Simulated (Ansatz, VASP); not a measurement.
**Two plane-wave programs on BeTe**

Contents of INCAR:

```
  ALGO = Normal
  EDIFF = 1E-7
  ENCUT = 520
  GGA = PE
  ISIF = 2
  ISMEAR = -1
  LASPH = T
  LCHARG = F
  LREAL = F
  LWAVE = F
  NBANDS = 11
  NELM = 100
  PREC = Accurate
  SIGMA = 0.02
```

KPOINTS

```
k-points
0
Gamma
  8 8 8
```

POSCAR

```
BeTe
1.0
    0.0000000000      2.7550794143      2.8828032604
    2.7550794143      0.0000000000      2.8828032604
    2.7550794143      2.7550794143      0.0000000000
Be Te
1 1
Direct
    0.0000000000      0.0000000000      0.0000000000
    0.2500000000      0.2500000000      0.2500000000
```

Input for Ansatz:

```yaml
crystal:
  lattice:
    - [0.0, 2.7550794143, 2.8828032604]
    - [2.7550794143, 0.0, 2.8828032604]
    - [2.7550794143, 2.7550794143, 0.0]
  atoms:
    - { symbol: Be, position: [0.0, 0.0, 0.0] }
    - { symbol: Te, position: [0.25, 0.25, 0.25] }
kpoints:
  mp_grid: { grid: [8, 8, 8] }
  band_path:
    path:
      - [0.0, 0.0, 0.0]
      - [-0.5, -0.5, 0.0]
      - [-0.375, -0.375, 0.25]
      - [-0.375, 0.0, 0.375]
      - [0.0, 0.0, 0.5]
      - [-0.5, -0.25, 0.25]
      - [0.0, 0.5, 0.5]
    npoints: 1
hamiltonian:
  xc: pbe
scf:
  occupations: { method: fermi_dirac, width: 0.02 }
  n_extra_bands: 4
output:
  forces: true
  stress: true
  eigenvalues: true
```

Change from the starting cell: epitaxial_xy strain -2.6%.

Alike in both runs: task single point; functional PBE; k mesh 8 × 8 × 8; occupations fermi-dirac, width 0.02 eV; no spin polarisation.

|  | VASP | Ansatz |
| --- | --- | --- |
| version | VASP 6.6.1 | Ansatz 0.2.0 |
| potentials or method | VASP PAW PBE potentials, release 64 (Be, Te) | plane waves, PAW |
| plane-wave cutoff (eV) | 520 | 420 |
| valence electrons in the cell | 8 | 18 |

Ansatz gave:

| Quantity | Value |
| --- | --- |
| gap on the k mesh at the Fermi level (eV) | 1.75 |
| pressure (GPa) | 2.3 |
| traceless stress, the component that is largest in VASP (GPa) | -2.02 |

Problem. Which values does VASP return?

Solution. gap on the k mesh at the Fermi level (eV): 1.73; pressure (GPa): 2.4; traceless stress, the component that is largest in VASP (GPa): -2.01.

VASP's potentials hold 8 valence electrons a cell and Ansatz's 18, so a difference there can come from the potentials and not from the codes.

Spin-orbit coupling is off throughout.
